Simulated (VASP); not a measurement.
# K (P4/mmm) in VASP: further runs

K is run at these levels: r2SCAN; tasks: single point.

Everything below comes from runs of VASP 6.6.1. Logs are shortened: lines on timing, memory, paths and dates and some standing lists are left out, and cuts for length are marked.

## Step 1: The cell of the first run

It takes space group P4/mmm (No. 123, tetragonal). Conventional cell: a = 4.298 Å, b = 4.298 Å, c = 3.873 Å, α = 90.00°, β = 90.00°, γ = 90.00°. Within 5.1 Å of K (site symmetry 4/mmm) lie 6 K at 3.87 to 4.30 Å.

## Step 2: Single point, r2SCAN (volume 71.545 Å^3 an atom, c/a of the conventional cell 0.9010)

The input, POSCAR:

```
K
1.0
    4.2981823094      0.0000000000      0.0000000000
    0.0000000000      4.2981823094      0.0000000000
    0.0000000000      0.0000000000      3.8726622607
K
1
Direct
    0.0000000000      0.0000000000      0.0000000000
```

The input, INCAR.step1:

```
PREC = Accurate
ENCUT = 520
ISMEAR = 0
SIGMA = 0.15
LREAL = F
LASPH = T
NELM = 60
NBANDS = 10
GGA = PE
ALGO = Normal
EDIFF = 1E-4
LWAVE = T
LCHARG = F
```

The input, INCAR.step2:

```
PREC = Accurate
ENCUT = 520
EDIFF = 1E-7
ISMEAR = 0
SIGMA = 0.15
LREAL = F
LASPH = T
NELM = 60
ALGO = Normal
ISIF = 2
LWAVE = F
LCHARG = F
METAGGA = R2SCAN
LMIXTAU = T
NBANDS = 10
ISTART = 1
```

The input, KPOINTS:

```
Automatic mesh
0
Gamma
  12 12 12
```

Potentials or basis: VASP PAW PBE potentials, release 64 (K_sv).

Launch:

```console
$ cat potpaw_PBE.64/K_sv/POTCAR > POTCAR
$ cp INCAR.step1 INCAR
$ mpirun -np 1 vasp_std > vasp.out
$ cp INCAR.step2 INCAR
$ mpirun -np 1 vasp_std > vasp.out
```

OUTCAR:

```text
PREC = Accurate
   ENCUT = 520
   EDIFF = 1E-7
   ISMEAR = 0
   LREAL = F
   LASPH = T
   NELM = 60
   ISIF = 2
   METAGGA = R2SCAN
   ISTART = 1

 ion  position               nearest neighbor table
   1  0.000  0.000  0.000-

  LATTYP: Found a simple tetragonal cell.
 ALAT       =     4.2981823094
 C/A-ratio  =     0.9010000000

  Lattice vectors:

 A1 = (   4.2981823094,   0.0000000000,   0.0000000000)
 A2 = (   0.0000000000,   4.2981823094,   0.0000000000)
 A3 = (   0.0000000000,   0.0000000000,   3.8726622607)

Analysis of symmetry for initial positions (statically):
=====================================================================
 Subroutine PRICEL returns:
 Original cell was already a primitive cell.

 Routine SETGRP: Setting up the symmetry group for a
 simple tetragonal supercell.

 Subroutine GETGRP returns: Found 16 space group operations
 (whereof 16 operations were pure point group operations)
 out of a pool of 16 trial point group operations.

The static configuration has the point symmetry D_4h.

Analysis of symmetry for dynamics (positions and initial velocities):
=====================================================================
 Subroutine PRICEL returns:
 Original cell was already a primitive cell.

 Routine SETGRP: Setting up the symmetry group for a
 simple tetragonal supercell.

 Subroutine GETGRP returns: Found 16 space group operations
 (whereof 16 operations were pure point group operations)
 out of a pool of 16 trial point group operations.

The dynamic configuration has the point symmetry D_4h.

 Subroutine INISYM returns: Found 16 space group operations
 (whereof 16 operations are pure point group operations),
 and found     1 'primitive' translations

----------------------------------------------------------------------------------------

                                     Primitive cell

  volume of cell :      71.5450

  direct lattice vectors                    reciprocal lattice vectors
     4.298182309  0.000000000  0.000000000     0.232656488  0.000000000  0.000000000
     0.000000000  4.298182309  0.000000000     0.000000000  0.232656488  0.000000000
     0.000000000  0.000000000  3.872662261     0.000000000  0.000000000  0.258220297

  length of vectors
     4.298182309  4.298182309  3.872662261     0.232656488  0.232656488  0.258220297

  position of ions in fractional coordinates (direct lattice)
     0.000000000  0.000000000  0.000000000

  ion indices of the primitive-cell ions
   primitive index   ion index
                 1           1

----------------------------------------------------------------------------------------

 KPOINTS: Automatic mesh

Automatic generation of k-mesh.
 Grid dimensions read from file:
 generate k-points for:   12   12   12

 Generating k-lattice:

  Cartesian coordinates                     Fractional coordinates (reciprocal lattice)
     0.019388041  0.000000000  0.000000000     0.083333333  0.000000000  0.000000000
     0.000000000  0.019388041  0.000000000     0.000000000  0.083333333  0.000000000
     0.000000000  0.000000000  0.021518358     0.000000000  0.000000000  0.083333333

  Length of vectors
     0.019388041  0.019388041  0.021518358

  Shift w.r.t. Gamma in fractional coordinates (k-lattice)
     0.000000000  0.000000000  0.000000000

 Subroutine IBZKPT returns following result:
 ===========================================

 Found    196 irreducible k-points:

 Following reciprocal coordinates:
            Coordinates               Weight
  0.000000  0.000000  0.000000      1.000000
  0.083333  0.000000  0.000000      4.000000
  0.166667  0.000000  0.000000      4.000000
  0.250000  0.000000  0.000000      4.000000
  0.333333  0.000000  0.000000      4.000000
  0.416667  0.000000  0.000000      4.000000
[... 16 lines left out ...]
  0.333333  0.333333  0.000000      4.000000
  0.416667  0.333333  0.000000      8.000000
 [... further k-points ...]
   k-points           NKPTS =    196   k-points in BZ     NKDIM =    196   number of bands    NBANDS=     10
[... 51 lines left out ...]
      5      -2.0175      2.00000
      6       2.7065      0.00000
      7       3.3925      0.00000
      8       5.8059      0.00000
      9       6.3178      0.00000
     10       6.6201      0.00000

 k-point     4 :       0.2500    0.0000    0.0000
  band No.  band energies     occupation
      1     -33.8738      2.00000
      2     -16.5718      2.00000
      3     -16.5243      2.00000
      4     -16.5079      2.00000
      5      -1.6820      2.00000
      6       2.1585      0.00000
      7       3.5197      0.00000
      8       5.4569      0.00000
      9       6.3193      0.00000
     10       6.3219      0.00000

 k-point     5 :       0.3333    0.0000    0.0000
  band No.  band energies     occupation
      1     -33.8728      2.00000
      2     -16.5935      2.00000
      3     -16.5224      2.00000
      4     -16.5063      2.00000
      5      -1.2269      2.00000
      6       1.4538      0.00000
      7       3.6697      0.00000
      8       5.1971      0.00000
      9       6.0784      0.00000
     10       6.5962      0.00000

 k-point     6 :       0.4167    0.0000    0.0000
  band No.  band energies     occupation
      1     -33.8720      2.00000
      2     -16.6092      2.00000
      3     -16.5210      2.00000
      4     -16.5052      2.00000
      5      -0.6651      2.00000
      6       0.7068      0.00000
      7       3.7926      0.00000
      8       5.0369      0.00000
      9       5.9257      0.00000
     10       6.9973      0.00000
[... 183 lines left out ...]
 k-point    21 :       0.4167    0.2500    0.0000
  band No.  band energies     occupation
      1     -33.8699      2.00000
      2     -16.6035      2.00000
      3     -16.5628      2.00000
      4     -16.5021      2.00000
      5      -0.1496      1.92434
      6       1.1980      0.00000
      7       3.2317      0.00000
      8       3.9638      0.00000
      9       6.0722      0.00000
     10       6.5920      0.00000

 k-point    22 :       0.5000    0.2500    0.0000
  band No.  band energies     occupation
      1     -33.8696      2.00000
      2     -16.6091      2.00000
      3     -16.5621      2.00000
      4     -16.5017      2.00000
      5       0.3210      0.00781
      6       0.6609      0.00000
      7       3.5476      0.00000
      8       3.6640      0.00000
      9       6.0254      0.00000
     10       6.6050      0.00000

 k-point    23 :       0.3333    0.3333    0.0000
  band No.  band energies     occupation
      1     -33.8696      2.00000
      2     -16.5863      2.00000
      3     -16.5845      2.00000
      4     -16.5017      2.00000
      5      -0.2679      1.99618
      6       2.1333      0.00000
      7       2.3424      0.00000
      8       3.9780      0.00000
      9       6.2282      0.00000
     10       6.3870      0.00000

 k-point    24 :       0.4167    0.3333    0.0000
  band No.  band energies     occupation
      1     -33.8688      2.00000
      2     -16.6006      2.00000
      3     -16.5834      2.00000
      4     -16.5006      2.00000
      5       0.2107      0.10522
      6       1.5565      0.00000
      7       2.6490      0.00000
      8       3.6277      0.00000
      9       6.1499      0.00000
     10       6.3743      0.00000

 [... further k-points ...]
[... 5 lines left out ...]
  --------------------------------------------------------------------------------------
  -------------------------------------------------------------------------------------
  Total       -0.0349163     -0.0349163      0.5759878      0.0000000      0.0000000      0.0000000
  in kB       -0.7819141     -0.7819141     12.8986603      0.0000000      0.0000000      0.0000000
  external PRESSURE =       3.7782773 kB  Pullay stress =       0.0000000 kB

 VOLUME and BASIS-vectors are now :
 -----------------------------------------------------------------------------
  energy-cutoff  :      520.00
  volume of cell :       71.55
      direct lattice vectors                 reciprocal lattice vectors
     4.298182309  0.000000000  0.000000000     0.232656488  0.000000000  0.000000000
     0.000000000  4.298182309  0.000000000     0.000000000  0.232656488  0.000000000
     0.000000000  0.000000000  3.872662261     0.000000000  0.000000000  0.258220297

 POSITION                                       TOTAL-FORCE (eV/Angst)
 -----------------------------------------------------------------------------------
      0.00000      0.00000      0.00000         0.000000      0.000000      0.000000
 -----------------------------------------------------------------------------------
    total drift:                               -0.000000     -0.000000     -0.000000

  FREE ENERGIE OF THE ION-ELECTRON SYSTEM (eV)
  ---------------------------------------------------
  free  energy   TOTEN  =        -5.8773776310 eV

  energy  without entropy=       -5.8681389376  energy(sigma->0) =       -5.87275828
```

Run time: 4.5 min. Hardware: 1 thread of Intel Xeon 6975P-C, shared host; peak memory 0.27 GiB.

What came out:

| Property | Result |
| --- | --- |
| Free energy | -5.8774 eV |
| Pressure | 0.4 GPa |

Stress tensor (GPa, compression positive):
```
-0.08  0.00  0.00
 0.00 -0.08  0.00
 0.00  0.00  1.29
```

Levels at points of the mesh, in eV from the Fermi level:
```csv
k point,band 2,band 3,band 4,band 5,band 6,band 7
"(0.00, 0.00, 0.00)",-16.57,-16.57,-16.55,-2.33,3.01,3.30
"(0.50, 0.00, 0.00)",-16.65,-16.56,-16.54,-0.07,-0.03,3.80
"(0.50, 0.50, 0.00)",-16.64,-16.64,-16.54,0.97,2.14,2.14
"(0.00, 0.00, 0.50)",-16.76,-16.55,-16.55,0.39,0.53,4.08
"(0.50, 0.00, 0.50)",-16.75,-16.62,-16.54,1.10,2.66,2.77
"(0.50, 0.50, 0.50)",-16.74,-16.61,-16.61,2.28,2.28,2.78
```

Caveat: the PAW data sets were made with another functional, which shifts forces and pressure a little.

## Step 3: Single point, r2SCAN (volume 71.545 Å^3 an atom, c/a of the conventional cell 0.7314)

The input, POSCAR:

```
K
1.0
    4.6076000820      0.0000000000      0.0000000000
    0.0000000000      4.6076000820      0.0000000000
    0.0000000000      0.0000000000      3.3699987000
K
1
Direct
    0.0000000000      0.0000000000      0.0000000000
```

The input, INCAR.step1:

```
ALGO = Normal
EDIFF = 1E-4
ENCUT = 520
GGA = PE
ISMEAR = 0
LASPH = True
LCHARG = False
LREAL = False
LWAVE = True
NBANDS = 10
NELM = 80
PREC = Accurate
SIGMA = 0.15
```

The input, INCAR.step2:

```
ALGO = Normal
EDIFF = 1E-7
ENCUT = 520
ISIF = 2
ISMEAR = 0
ISTART = 1
LASPH = True
LCHARG = True
LELF = True
LMIXTAU = True
LREAL = False
LVHAR = True
LWAVE = False
METAGGA = R2SCAN
NBANDS = 10
NELM = 80
PREC = Accurate
SIGMA = 0.15
```

The input, KPOINTS:

```
k-points
0
Gamma
  12 12 12
```

Potentials or basis: VASP PAW PBE potentials, release 64 (K_sv).

Launch:

```console
$ cat potpaw_PBE.64/K_sv/POTCAR > POTCAR
$ cp INCAR.step1 INCAR
$ mpirun -np 1 vasp_std > vasp.out
$ cp INCAR.step2 INCAR
$ mpirun -np 1 vasp_std > vasp.out
```

It took 7.6 min on 1 thread of Intel Xeon 6975P-C, shared host; peak memory 0.28 GiB.

Results (log left out):

| Property | Result |
| --- | --- |
| Free energy | -5.7124 eV |
| Pressure | 0.6 GPa |

Stress tensor (GPa, compression positive):
```
-0.72  0.00  0.00
 0.00 -0.72  0.00
 0.00  0.00  3.39
```

Levels at points of the mesh, in eV from the Fermi level:
```tsv
k point	band 1	band 2	band 3	band 4	band 5	band 6	band 7	band 8
(0.00, 0.00, 0.00)	-34.23	-16.86	-16.86	-16.70	-2.34	2.42	3.00	5.66
(0.50, 0.00, 0.00)	-34.23	-16.90	-16.85	-16.70	-0.37	-0.31	3.24	4.25
(0.50, 0.50, 0.00)	-34.22	-16.90	-16.90	-16.70	0.78	1.51	1.51	1.78
(0.00, 0.00, 0.50)	-34.15	-17.35	-16.78	-16.78	1.27	1.34	3.84	3.84
(0.50, 0.00, 0.50)	-34.15	-17.35	-16.81	-16.77	1.30	3.21	3.26	3.46
(0.50, 0.50, 0.50)	-34.15	-17.34	-16.81	-16.81	2.06	2.06	3.54	5.11
```

Caveat: the PAW data sets were made with another functional, which shifts forces and pressure a little.

## Step 4: Single point, r2SCAN (volume 71.545 Å^3 an atom, c/a of the conventional cell 1.3673)

The input, POSCAR:

```
K
1.0
    3.7402889832      0.0000000000      0.0000000000
    0.0000000000      3.7402889832      0.0000000000
    0.0000000000      0.0000000000      5.1140971267
K
1
Direct
    0.0000000000      0.0000000000      0.0000000000
```

The input, INCAR.step1:

```
  ALGO = Normal
  EDIFF = 1E-4
  ENCUT = 520
  GGA = PE
  ISMEAR = 0
  LASPH = T
  LCHARG = F
  LREAL = F
  LWAVE = T
  NBANDS = 10
  NELM = 60
  PREC = Accurate
  SIGMA = 0.15
```

The input, INCAR.step2:

```
  ALGO = Normal
  EDIFF = 1E-6
  ENCUT = 520
  ISIF = 2
  ISMEAR = 0
  ISTART = 1
  LASPH = T
  LCHARG = T
  LELF = T
  LMIXTAU = T
  LREAL = F
  LVHAR = T
  LWAVE = F
  METAGGA = R2SCAN
  NBANDS = 10
  NELM = 60
  PREC = Accurate
  SIGMA = 0.15
```

KPOINTS is that of step 3.

Launch:

```console
$ cat potpaw_PBE.64/K_sv/POTCAR > POTCAR
$ cp INCAR.step1 INCAR
$ mpirun -np 1 vasp_std > vasp.out
$ cp INCAR.step2 INCAR
$ mpirun -np 1 vasp_std > vasp.out
```

It took 3.7 min on 1 thread of Intel Xeon 6975P-C, shared host; peak memory 0.27 GiB.

Results (log left out):

- Free energy: -5.7276 eV
- Pressure: 0.9 GPa

Stress tensor (GPa, compression positive):
```
 2.15  0.00  0.00
 0.00  2.15  0.00
 0.00  0.00 -1.59
```

Levels at points of the mesh, in eV from the Fermi level:
```tsv
k point	band 1	band 2	band 3	band 4	band 5	band 6	band 7	band 8
(0.00, 0.00, 0.00)	-34.06	-16.72	-16.66	-16.66	-2.37	2.23	3.33	4.17
(0.50, 0.00, 0.00)	-34.04	-16.95	-16.69	-16.63	0.54	0.77	3.39	3.82
(0.50, 0.50, 0.00)	-34.02	-16.90	-16.90	-16.66	1.03	3.76	3.76	3.83
(0.00, 0.00, 0.50)	-34.06	-16.74	-16.65	-16.65	-0.93	-0.53	3.46	5.47
(0.50, 0.00, 0.50)	-34.04	-16.95	-16.70	-16.63	1.09	1.91	2.19	2.57
(0.50, 0.50, 0.50)	-34.02	-16.90	-16.90	-16.67	1.46	3.04	3.04	5.08
```

Caveat: the PAW data sets were made with another functional, which shifts forces and pressure a little.

## Step 5: Single point, r2SCAN (volume 71.545 Å^3 an atom, c/a of the conventional cell 1.1099)

The input, POSCAR:

```
K
1.0
    4.0095762686      0.0000000000      0.0000000000
    0.0000000000      4.0095762686      0.0000000000
    0.0000000000      0.0000000000      4.4502287005
K
1
Direct
    0.0000000000      0.0000000000      0.0000000000
```

The input, INCAR.step1:

```
SYSTEM = K
PREC = Accurate ; ENCUT = 520
ISMEAR = 0 ; SIGMA = 0.15
LREAL = .False. ; LASPH = .True.
NELM = 100 ; NBANDS = 10
GGA = PE ; ALGO = Normal
EDIFF = 1E-4 ; LWAVE = .True.
LCHARG = .False.
```

The input, INCAR.step2:

```
SYSTEM = K
PREC = Accurate ; ENCUT = 520
EDIFF = 1E-6 ; ISMEAR = 0
SIGMA = 0.15 ; LREAL = .False.
LASPH = .True. ; NELM = 100
ALGO = Normal ; ISIF = 2
LWAVE = .False. ; LCHARG = .False.
METAGGA = R2SCAN ; LMIXTAU = .True.
NBANDS = 10 ; ISTART = 1
```

The input, KPOINTS:

```
regular mesh
0
Gamma
  12 12 12
  0 0 0
```

Launch:

```console
$ cat potpaw_PBE.64/K_sv/POTCAR > POTCAR
$ cp INCAR.step1 INCAR
$ mpirun -np 1 vasp_std > vasp.out
$ cp INCAR.step2 INCAR
$ mpirun -np 1 vasp_std > vasp.out
```

Run time: 6.9 min. Hardware: 1 thread of Intel Xeon 6975P-C, shared host; peak memory 0.27 GiB.

It converged, with:

| Property | Result |
| --- | --- |
| Free energy | -5.8787 eV |
| Pressure | 0.4 GPa |

Stress tensor (GPa, compression positive):
```
 0.81  0.00  0.00
 0.00  0.81  0.00
 0.00  0.00 -0.46
```

Levels at points of the mesh, in eV from the Fermi level:
```csv
k point,band 2,band 3,band 4,band 5,band 6,band 7
"(0.00, 0.00, 0.00)",-16.56,-16.55,-16.55,-2.33,2.99,3.34
"(0.50, 0.00, 0.00)",-16.71,-16.54,-16.53,0.22,0.35,3.97
"(0.50, 0.50, 0.00)",-16.68,-16.68,-16.53,1.10,2.90,2.90
"(0.00, 0.00, 0.50)",-16.62,-16.54,-16.54,-0.21,-0.18,3.79
"(0.50, 0.00, 0.50)",-16.70,-16.60,-16.53,1.04,2.27,2.44
"(0.50, 0.50, 0.50)",-16.67,-16.67,-16.58,2.10,2.63,2.63
```

Caveat: the PAW data sets were made with another functional, which shifts forces and pressure a little.

## Step 6: Single point, r2SCAN (volume 75.816 Å^3 an atom, c/a of the conventional cell 0.6589)

The input, POSCAR:

```
K
1.0
    4.8638531406      0.0000000000      0.0000000000
    0.0000000000      4.8638531406      0.0000000000
    0.0000000000      0.0000000000      3.2047928343
K
1
Direct
    0.0000000000      0.0000000000      0.0000000000
```

The input, INCAR.step1:

```
SYSTEM = K
PREC = Accurate
ENCUT = 520
ISMEAR = 0
SIGMA = 0.15
LREAL = .False.
LASPH = .True.
NELM = 100
NBANDS = 10
GGA = PE
ALGO = Normal
EDIFF = 1E-4
LWAVE = .True.
LCHARG = .False.
```

The input, INCAR.step2:

```
SYSTEM = K
PREC = Accurate
ENCUT = 520
EDIFF = 1E-6
ISMEAR = 0
SIGMA = 0.15
LREAL = .False.
LASPH = .True.
NELM = 100
ALGO = Normal
ISIF = 2
LWAVE = .False.
LCHARG = .False.
METAGGA = R2SCAN
LMIXTAU = .True.
NBANDS = 10
ISTART = 1
```

The input, KPOINTS:

```
Automatic mesh
0
Gamma
  12 12 12
  0 0 0
```

Potentials or basis: VASP PAW PBE potentials, release 64 (K_sv).

Launch:

```console
$ cat potpaw_PBE.64/K_sv/POTCAR > POTCAR
$ cp INCAR.step1 INCAR
$ mpirun -np 1 vasp_std > vasp.out
$ cp INCAR.step2 INCAR
$ mpirun -np 1 vasp_std > vasp.out
```

Wall time 4.8 min (1 thread of Intel Xeon 6975P-C, shared host); peak memory 0.28 GiB.

The run converged. Its results:

| Property | Result |
| --- | --- |
| Free energy | -5.5787 eV |
| Pressure | 0.7 GPa |

Stress tensor (GPa, compression positive):
```
-1.09  0.00  0.00
 0.00 -1.09  0.00
 0.00  0.00  4.24
```

Levels at points of the mesh, in eV from the Fermi level:
```csv
k point,band 1,band 2,band 3,band 4,band 5,band 6,band 7,band 8,band 9
"(0.00, 0.00, 0.00)",-34.51,-17.12,-17.12,-16.85,-2.28,2.12,2.73,4.94,4.94
"(0.50, 0.00, 0.00)",-34.51,-17.15,-17.12,-16.85,-0.54,-0.39,2.89,3.81,5.48
"(0.50, 0.50, 0.00)",-34.51,-17.15,-17.15,-16.85,0.72,1.17,1.17,1.43,5.05
"(0.00, 0.00, 0.50)",-34.38,-17.79,-17.00,-17.00,1.74,1.76,3.32,3.32,4.47
"(0.50, 0.00, 0.50)",-34.38,-17.78,-17.02,-17.00,1.43,3.35,3.48,3.51,3.78
"(0.50, 0.50, 0.50)",-34.38,-17.78,-17.02,-17.02,1.97,1.97,3.91,5.37,5.42
```

Caveat: the PAW data sets were made with another functional, which shifts forces and pressure a little.

## Step 7: Overview

| cell | gap on the mesh (eV) | pressure (GPa) |
| --- | --- | --- |
| a = 4.298, b = 4.298, c = 3.873 Å, 1 atom | none | 0.4 |
| a = 4.608, b = 4.608, c = 3.370 Å, 1 atom | none | 0.6 |
| a = 3.740, b = 3.740, c = 5.114 Å, 1 atom | none | 0.9 |
| a = 4.010, b = 4.010, c = 4.450 Å, 1 atom | none | 0.4 |
| a = 4.864, b = 4.864, c = 3.205 Å, 1 atom | none | 0.7 |

Alike in all rows: task single point; level r2SCAN; potentials or basis VASP PAW PBE potentials, release 64 (K_sv); no spin polarisation; k mesh 12 × 12 × 12; cutoff (eV) 520; smearing gaussian 0.15 eV.

Caveats: the PAW data sets were made with another functional, which shifts forces and pressure a little.

Total energies depend on the potentials used, so only differences within one code and one set of settings carry meaning.
